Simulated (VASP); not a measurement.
**Si16C (a cell with a defect): single point with PBE**

System: Si16C (a cell with a defect).

```
CELL_PARAMETERS angstrom
0.00000 5.43000 5.43000
5.43000 0.00000 5.43000
5.43000 5.43000 0.00000
ATOMIC_POSITIONS crystal
Si 0.06201 0.96968 0.91109
Si 0.08106 0.14689 0.14347
Si 0.98332 0.99836 0.51084
Si 0.14836 0.14919 0.55417
Si 0.98084 0.51539 0.01097
Si 0.12259 0.62265 0.12968
Si 0.98914 0.51580 0.50447
Si 0.11887 0.62520 0.63806
Si 0.47631 0.02703 0.02137
Si 0.63009 0.14761 0.14272
Si 0.50797 0.99803 0.50991
Si 0.60937 0.13368 0.64671
Si 0.49044 0.51602 0.01177
Si 0.60735 0.65240 0.13208
Si 0.49230 0.50821 0.50607
Si 0.61641 0.62493 0.63864
C 0.89853 0.15494 0.04969
```

```
Program                : VASP 6.6.1
Task                   : single point
Functional             : PBE
Potentials or basis    : VASP PAW PBE potentials, release 64 (Si, C)
Cutoff                 : 520 eV
k mesh                 : 2 × 2 × 2
Occupations            : fermi-dirac, width 0.02 eV
Spin                   : collinear spin
Starting moments       : [0.0, 0.0, 0.0, 0.0, 0.0, 0.0, 0.0, 0.0, 0.0, 0.0, 0.0, 0.0, 0.0, 0.0, 0.0, 0.0, 1.0] μB
Dipole correction      : no
Further INCAR settings : LREAL = Auto; ALGO = Normal; EDIFF = 1e-06; NBANDS = 52
```

```yaml
Pressure: 4.2 GPa
Largest_force: 0.062 eV/Å
Band_gap_on_the_k_mesh: zero (filled and empty bands overlap)
Net_moment: 0.00 μB per cell
Valence_electrons_inside_the_program's_atomic_spheres: Si 1.72, 1.67, 1.71, 1.73, 1.69, 1.70, 1.65 (each value once); C 2.49
```

Forces on the atoms (eV/Å):
```
Si  -0.057 -0.013 -0.021
Si   0.027 -0.004  0.013
Si  -0.003  0.004 -0.001
Si  -0.005  0.000  0.007
Si   0.000  0.017 -0.015
Si  -0.009  0.011  0.016
Si   0.001 -0.005  0.009
Si  -0.004  0.000 -0.001
Si  -0.007  0.000 -0.003
Si   0.004 -0.001  0.001
Si   0.010 -0.002 -0.007
Si  -0.002 -0.003  0.007
Si  -0.009  0.006  0.001
Si  -0.002 -0.003 -0.004
Si  -0.001  0.002  0.002
Si   0.001  0.007  0.005
C    0.055 -0.018 -0.009
```

Stress tensor (GPa, compression positive):
```
 6.89  0.14 -0.09
 0.14  2.87 -1.01
-0.09 -1.01  2.86
```

Levels at points of the mesh, in eV from the Fermi level:
Spin up:
```csv
k point,band 30,band 31,band 32,band 33,band 34,band 35,band 36,band 37,band 38,band 39
"(0.00, 0.00, 0.00)",-1.39,-1.21,-0.78,-0.49,-0.45,-0.38,0.05,0.32,0.54,0.67
"(0.50, 0.00, 0.00)",-1.56,-1.38,-1.26,-0.99,-0.21,0.69,0.73,1.08,1.14,1.22
"(0.00, 0.50, 0.00)",-1.72,-1.21,-1.18,-1.09,-0.13,0.62,0.73,1.05,1.08,1.29
"(0.00, 0.00, 0.50)",-1.70,-1.27,-1.26,-0.95,-0.05,0.53,0.69,0.96,1.14,1.22
"(0.50, 0.50, 0.50)",-1.56,-1.38,-1.26,-0.99,-0.21,0.71,0.73,1.08,1.13,1.22
"(0.50, 0.50, 0.00)",-1.85,-1.80,-1.67,-0.98,-0.84,0.85,1.14,1.41,1.92,2.08
"(0.00, 0.50, 0.50)",-1.81,-1.78,-1.72,-1.10,0.31,0.51,1.00,1.45,1.78,1.81
"(0.50, 0.00, 0.50)",-1.86,-1.79,-1.67,-0.98,-0.84,0.84,1.15,1.40,1.92,2.08
```
Spin down:
```tsv
k point	band 32	band 33	band 34	band 35	band 36	band 37
(0.00, 0.00, 0.00)	-0.78	-0.49	-0.45	-0.38	0.05	0.32
(0.50, 0.00, 0.00)	-1.26	-0.99	-0.21	0.69	0.73	1.08
(0.00, 0.50, 0.00)	-1.18	-1.09	-0.13	0.62	0.73	1.05
(0.00, 0.00, 0.50)	-1.26	-0.95	-0.05	0.53	0.69	0.96
(0.50, 0.50, 0.50)	-1.26	-0.99	-0.21	0.71	0.73	1.08
(0.50, 0.50, 0.00)	-1.67	-0.98	-0.84	0.85	1.14	1.41
(0.00, 0.50, 0.50)	-1.72	-1.10	0.31	0.51	1.00	1.45
(0.50, 0.00, 0.50)	-1.67	-0.98	-0.84	0.84	1.15	1.40
```

It took 16 min on 1 thread of Intel Xeon 8259CL (shared host), peak memory 0.71 GiB.

Caveat: the k points lie up to 0.50 Å⁻¹ apart, too coarse for converged energies and pressures of a metal.
